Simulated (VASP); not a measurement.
# B (Pm-3m) in VASP: single point with PBE

Aim: the single point of B with PBE.

Everything below comes from runs of VASP 6.6.1. Logs are shortened: lines on timing, memory, paths and dates and some standing lists are left out, and cuts for length are marked.

### 1 The cell of the first run

Symmetry: Pm-3m, No. 221, cubic system. The conventional cell has a = 1.887 Å, b = 1.887 Å, c = 1.887 Å, α = 90.00°, β = 90.00°, γ = 90.00°. Within 2.5 Å of B (site symmetry m-3m) lie 6 B at 1.89 Å.

### 2 Single point, PBE

Contents of INCAR:

```
ALGO = Normal
EDIFF = 1E-6
ENCUT = 520
GGA = PE
ISIF = 2
ISMEAR = -1
LASPH = T
LCHARG = F
LREAL = F
LWAVE = F
NBANDS = 8
NELM = 60
PREC = Accurate
SIGMA = 0.13605693000000002
```

Contents of KPOINTS:

```
k-points
0
Gamma
  17 17 17
```

Contents of POSCAR:

```
B
1.0
    1.8871711925      0.0000000000      0.0000000000
    0.0000000000      1.8871711925      0.0000000000
    0.0000000000      0.0000000000      1.8871711925
B
1
Direct
    0.0000000000      0.0000000000      0.0000000000
```

Potentials or basis: VASP PAW PBE potentials, release 64 (B).

Command:

```console
$ cat potpaw_PBE.64/B/POTCAR > POTCAR
$ mpirun -np 1 vasp_std > vasp.out
```

OUTCAR:

```text
EDIFF = 1E-6
   ENCUT = 520
   GGA = PE
   ISIF = 2
   ISMEAR = -1
   LASPH = T
   LREAL = F
   NELM = 60
   PREC = Accurate

 ion  position               nearest neighbor table
   1  0.000  0.000  0.000-

  LATTYP: Found a simple cubic cell.
 ALAT       =     1.8871711925

  Lattice vectors:

 A1 = (   1.8871711925,   0.0000000000,   0.0000000000)
 A2 = (   0.0000000000,   1.8871711925,   0.0000000000)
 A3 = (   0.0000000000,   0.0000000000,   1.8871711925)

Analysis of symmetry for initial positions (statically):
=====================================================================
 Subroutine PRICEL returns:
 Original cell was already a primitive cell.

 Routine SETGRP: Setting up the symmetry group for a
 simple cubic supercell.

 Subroutine GETGRP returns: Found 48 space group operations
[... 9 lines left out ...]

 Routine SETGRP: Setting up the symmetry group for a
 simple cubic supercell.

 Subroutine GETGRP returns: Found 48 space group operations
[... 11 lines left out ...]
                                     Primitive cell

  volume of cell :       6.7210

  direct lattice vectors                    reciprocal lattice vectors
     1.887171193  0.000000000  0.000000000     0.529893633  0.000000000  0.000000000
     0.000000000  1.887171193  0.000000000     0.000000000  0.529893633  0.000000000
     0.000000000  0.000000000  1.887171193     0.000000000  0.000000000  0.529893633

  length of vectors
     1.887171193  1.887171193  1.887171193     0.529893633  0.529893633  0.529893633

  position of ions in fractional coordinates (direct lattice)
     0.000000000  0.000000000  0.000000000

  ion indices of the primitive-cell ions
   primitive index   ion index
                 1           1

----------------------------------------------------------------------------------------

 KPOINTS: k-points

Automatic generation of k-mesh.
 Grid dimensions read from file:
 generate k-points for:   17   17   17

 Generating k-lattice:

  Cartesian coordinates                     Fractional coordinates (reciprocal lattice)
     0.031170214  0.000000000  0.000000000     0.058823529  0.000000000  0.000000000
     0.000000000  0.031170214  0.000000000     0.000000000  0.058823529  0.000000000
     0.000000000  0.000000000  0.031170214     0.000000000  0.000000000  0.058823529

  Length of vectors
     0.031170214  0.031170214  0.031170214

  Shift w.r.t. Gamma in fractional coordinates (k-lattice)
     0.000000000  0.000000000  0.000000000

 Subroutine IBZKPT returns following result:
 ===========================================

 Found    165 irreducible k-points:

 Following reciprocal coordinates:
            Coordinates               Weight
  0.000000  0.000000  0.000000      1.000000
  0.058824  0.000000  0.000000      6.000000
  0.117647  0.000000  0.000000      6.000000
  0.176471  0.000000  0.000000      6.000000
  0.235294  0.000000  0.000000      6.000000
  0.294118  0.000000  0.000000      6.000000
[... 16 lines left out ...]
  0.411765  0.117647  0.000000     24.000000
  0.470588  0.117647  0.000000     24.000000
 [... further k-points ...]
   k-points           NKPTS =    165   k-points in BZ     NKDIM =    165   number of bands    NBANDS=      8
   number of dos      NEDOS =    301   number of ions     NIONS =      1
   total plane-waves  NPLWV =   2744
   dimension x,y,z NGX =    14 NGY =   14 NGZ =   14
   dimension x,y,z NGXF=    28 NGYF=   28 NGZF=   28
   ions per type =               1
   NGX,Y,Z   is equivalent  to a cutoff of  12.33, 12.33, 12.33 a.u.
   NGXF,Y,Z  is equivalent  to a cutoff of  24.67, 24.67, 24.67 a.u.
 SYSTEM =  unknown system
   PREC   = accura    normal or accurate (medium, high low for compatibility)
   ISTART =      0    job   : 0-new  1-cont  2-samecut
   ICHARG =      2    charge: 1-file 2-atom 10-const
   ISPIN  =      1    spin polarized calculation?
   LNONCOLLINEAR =      F non collinear calculations
   LSORBIT =      F    spin-orbit coupling
   LASPH  =      T    aspherical Exc in radial PAW
   ENCUT  =  520.0 eV  38.22 Ry    6.18 a.u.   3.51  3.51  3.51*2*pi/ulx,y,z
   NELM   =     60;   NELMIN=  2; NELMDL= -5     # of ELM steps
   EDIFF  = 0.1E-05   stopping-criterion for ELM
   LREAL  =      F    real-space projection
   EDIFFG = 0.1E-04   stopping-criterion for IOM
   NSW    =      0    number of steps for IOM
   IBRION =     -1    ionic relax: 0-MD 1-quasi-New 2-CG
   NFREE  =      0    steps in history (QN), initial steepest desc. (CG)
   ISIF   =      2    stress and relaxation
   ISYM   =      2    0-nonsym 1-usesym 2-fastsym
   POTIM  = 0.5000    time-step for ionic-motion
   TEBEG  =    0.0;   TEEND  =   0.0 temperature during run
   PSTRESS=    0.0 pullay stress
   NELECT =       3.0000    total number of electrons
   NUPDOWN=      -1.0000    fix difference up-down
   EMIN   =  10.00;   EMAX   =-10.00  energy-range for DOS
   EFERMI =   0.00;   METHOD = LEGACY
   ISMEAR =    -1;   SIGMA  =   0.14  broadening in eV -4-tet -1-fermi 0-gaus
   EFERMI_NEDOS =   21; number of points for ismear=-14 and -15
   IALGO  =     38    algorithm
   IMIX   =      4    mixing-type and parameters
     AMIX     =   0.40;   BMIX     =  1.00
     AMIX_MAG =   1.60;   BMIX_MAG =  1.00
  volume/ion in A,a.u.               =       6.72        45.36
  Fermi-wavevector in a.u.,A,eV,Ry     =   1.251134  2.364301 21.297705  1.565337
  Thomas-Fermi vector in A             =   2.385096
   LORBIT       =      0    0 simple, 1 ext, 2 COOP (PROOUT), +10 PAW based schemes
   GGA     = PE    functional components
   LHFCALC =     F    Hartree Fock is set to
   AEXX    =    0.0000 exact exchange contribution
   IVDW    =     0    specifies the selected vdW correction
   LEPSILON=     F    determine dielectric tensor
   LRPA    =     F    only Hartree local field effects (RPA)
 non-spin polarized calculation
  energy-cutoff  :      520.00
  volume of cell :        6.72
 maximum number of plane-waves:       191
 NGX is ok and might be reduce to    14
   NGX =  7   NGY =  7   NGZ =  7

 number of electron       3.0000000 magnetization

 Free energy of the ion-electron system (eV)
  ---------------------------------------------------
  ext. energy  EPLUGINS =         0.00000000
  ---------------------------------------------------
  free energy    TOTEN  =        -5.61873939 eV

  energy without entropy =       -5.60026235  energy(sigma->0) =       -5.60950087

 E-fermi :   6.9713     XC(G=0): -12.3678

 val. band max:        6.9509389476   @ k =   0.4706   0.4706   0.2353
 cond. band min:       7.0223245398   @ k =   0.3529   0.2941   0.0000
 fundamental gap:      0.0713855922
 Fermi energy:         6.9713168248

 k-point     1 :       0.0000    0.0000    0.0000
  band No.  band energies     occupation
      1      -8.7580      2.00000
      2      20.5659      0.00000
      3      20.5659      0.00000
      4      20.5659      0.00000
      5      30.9949      0.00000
      6      30.9949      0.00000
      7      40.0223      0.00000
      8      60.2021      0.00000

 k-point     2 :       0.0588    0.0000    0.0000
  band No.  band energies     occupation
      1      -8.6405      2.00000
      2      19.3614      0.00000
      3      20.6642      0.00000
      4      20.6642      0.00000
      5      31.1319      0.00000
      6      32.3285      0.00000
      7      39.9575      0.00000
      8      59.2651      0.00000

 k-point     3 :       0.1176    0.0000    0.0000
  band No.  band energies     occupation
      1      -8.2883      2.00000
      2      16.7742      0.00000
      3      20.9538      0.00000
      4      20.9538      0.00000
      5      31.5416      0.00000
      6      35.2124      0.00000
      7      39.8380      0.00000
      8      56.8886      0.00000

 k-point     4 :       0.1765    0.0000    0.0000
  band No.  band energies     occupation
      1      -7.7022      2.00000
      2      13.8396      0.00000
      3      21.4182      0.00000
      4      21.4182      0.00000
      5      32.2191      0.00000
      6      37.8339      0.00000
      7      40.3859      0.00000
      8      53.9297      0.00000

 k-point     5 :       0.2353    0.0000    0.0000
  band No.  band energies     occupation
      1      -6.8840      2.00000
      2      10.9155      0.00000
      3      22.0258      0.00000
      4      22.0258      0.00000
      5      33.1528      0.00000
      6      38.1750      0.00000
      7      43.1292      0.00000
      8      50.9588      0.00000

 k-point     6 :       0.2941    0.0000    0.0000
  band No.  band energies     occupation
      1      -5.8369      2.00000
      2       8.1265      0.00041
      3      22.7240      0.00000
      4      22.7240      0.00000
      5      34.3206      0.00000
      6      37.8128      0.00000
      7      46.1301      0.00000
      8      48.2576      0.00000

 k-point     7 :       0.3529    0.0000    0.0000
  band No.  band energies     occupation
      1      -4.5689      2.00000
      2       5.5289      1.99995
      3      23.4300      0.00000
      4      23.4300      0.00000
      5      35.6690      0.00000
      6      37.4084      0.00000
      7      46.0038      0.00000
      8      46.0038      0.00000
[... 133 lines left out ...]
 k-point    20 :       0.2353    0.1176    0.0000
  band No.  band energies     occupation
      1      -6.4144      2.00000
      2      11.1217      0.00000
      3      19.0091      0.00000
      4      22.3985      0.00000
      5      35.9510      0.00000
      6      37.1069      0.00000
      7      43.5941      0.00000
      8      49.1738      0.00000

 k-point    21 :       0.2941    0.1176    0.0000
  band No.  band energies     occupation
      1      -5.3678      2.00000
      2       8.4238      0.00005
      3      19.7901      0.00000
      4      23.0877      0.00000
      5      35.5864      0.00000
      6      37.1703      0.00000
      7      45.9606      0.00000
      8      47.5554      0.00000

 k-point    22 :       0.3529    0.1176    0.0000
  band No.  band energies     occupation
      1      -4.1000      2.00000
      2       5.8764      1.99936
      3      20.6538      0.00000
      4      23.7831      0.00000
      5      34.2101      0.00000
      6      38.3330      0.00000
      7      45.0991      0.00000
      8      46.5009      0.00000

 k-point    23 :       0.4118    0.1176    0.0000
  band No.  band energies     occupation
      1      -2.6331      2.00000
      2       3.5425      2.00000
      3      21.4464      0.00000
      4      24.3689      0.00000
      5      33.0015      0.00000
      6      39.6056      0.00000
      7      43.6827      0.00000
      8      44.8937      0.00000

 k-point    24 :       0.4706    0.1176    0.0000
  band No.  band energies     occupation
      1      -1.1062      2.00000
      2       1.5788      2.00000
      3      21.9475      0.00000
      4      24.7112      0.00000
      5      32.2727      0.00000
      6      40.8597      0.00000
      7      42.4109      0.00000
      8      44.0340      0.00000

 [... further k-points ...]
[... 5 lines left out ...]
  --------------------------------------------------------------------------------------
  -------------------------------------------------------------------------------------
  Total       -0.0187115     -0.0187115     -0.0187115     -0.0000000     -0.0000000      0.0000000
  in kB       -4.4605250     -4.4605250     -4.4605250     -0.0000000     -0.0000000      0.0000000
  external PRESSURE =      -4.4605250 kB  Pullay stress =       0.0000000 kB

 VOLUME and BASIS-vectors are now :
 -----------------------------------------------------------------------------
  energy-cutoff  :      520.00
  volume of cell :        6.72
      direct lattice vectors                 reciprocal lattice vectors
     1.887171193  0.000000000  0.000000000     0.529893633  0.000000000  0.000000000
     0.000000000  1.887171193  0.000000000     0.000000000  0.529893633  0.000000000
     0.000000000  0.000000000  1.887171193     0.000000000  0.000000000  0.529893633

 POSITION                                       TOTAL-FORCE (eV/Angst)
 -----------------------------------------------------------------------------------
      0.00000      0.00000      0.00000         0.000000      0.000000      0.000000
 -----------------------------------------------------------------------------------
    total drift:                               -0.000000      0.000000     -0.000000

  FREE ENERGIE OF THE ION-ELECTRON SYSTEM (eV)
  ---------------------------------------------------
  free  energy   TOTEN  =        -5.6187393880 eV

  energy  without entropy=       -5.6002623526  energy(sigma->0) =       -5.60950087
```

Run time: 5.8 s. Hardware: 1 thread of AMD EPYC 7R13, shared host; peak memory 0.08 GiB.

What came out:

| Quantity | Value |
| --- | --- |
| Free energy | -5.6187 eV |
| Pressure | -0.4 GPa |
